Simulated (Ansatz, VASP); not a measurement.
# One calculation of CdS, two programs

INCAR

```
PREC = Accurate ; ENCUT = 520
EDIFF = 1E-6 ; ISMEAR = -1
SIGMA = 0.05 ; LREAL = False
LASPH = True ; NELM = 100
ALGO = Normal ; ISIF = 2
LWAVE = False ; LCHARG = False
GGA = RP ; IVDW = 13
NBANDS = 26
```

KPOINTS

```
Automatic mesh
0
Gamma
  7 7 4
```

File POSCAR:

```
CdS
1.0
    4.1774842447      0.0000000000      0.0000000000
   -2.0887421223      3.6178074798      0.0000000000
    0.0000000000      0.0000000000      6.7816171943
Cd S
2 2
Direct
    0.6666666667      0.3333333333      0.5000000000
    0.3333333333      0.6666666667      0.0000000000
    0.6666666667      0.3333333333      0.8750000000
    0.3333333333      0.6666666667      0.3750000000
```

The input input.yaml:

```yaml
crystal:
  lattice:
    - [4.1774842447, 0.0, 0.0]
    - [-2.0887421223, 3.6178074798, 0.0]
    - [0.0, 0.0, 6.7816171943]
  atoms:
    - { symbol: Cd, position: [0.6666666667, 0.3333333333, 0.5] }
    - { symbol: Cd, position: [0.3333333333, 0.6666666667, 0.0] }
    - { symbol: S, position: [0.6666666667, 0.3333333333, 0.875] }
    - { symbol: S, position: [0.3333333333, 0.6666666667, 0.375] }
hamiltonian:
  xc: rpbe
  pseudopotentials: { kind: paw }
  dispersion: d4
kpoints:
  mp_grid: { grid: [7, 7, 4] }
scf:
  occupations: { method: fermi_dirac, width: 0.05 }
output:
  forces: true
  stress: true
  eigenvalues: true
  write_density: true
  write_potential: true
  elf: true
  volumetric_format: npy
```

Alike in both runs: task single point; functional RPBE; dispersion D4; k mesh 7 × 7 × 4; occupations fermi-dirac, width 0.05 eV; no spin polarisation.

```csv
,VASP,Ansatz
version,VASP 6.6.1,Ansatz 0.2.0
potentials or method,"VASP PAW PBE potentials, release 64 (Cd, S)",Ansatz PAW
plane-wave cutoff (eV),520,420
valence electrons in the cell,36,52
```

|  | VASP | Ansatz | Ansatz less VASP |
| --- | --- | --- | --- |
| gap on the k mesh at the Fermi level (eV) | 1.34 | 1.34 | -0.001 |
| least direct gap on the mesh (eV) | 1.34 | 1.34 | -0.001 |
| pressure (GPa) | -0.8 | -1.1 | -0.31 |
| traceless stress, the component that is largest in VASP (GPa) | 0.33 | 0.31 | -0.013 |
| rms of the force components (eV/Å) | 0.042 | 0.042 | -0.0007 |

VASP's potentials were made for PBE, not for RPBE. Atom by atom the forces differ by 0.001 eV/Å (rms over components). VASP's potentials hold 36 valence electrons a cell and Ansatz's 52, so a difference there can come from the potentials and not from the codes.

Noted on Ansatz's run: odd divisions of the mesh miss points on the zone boundary, where band edges often lie, so the gap on the mesh can be too wide.
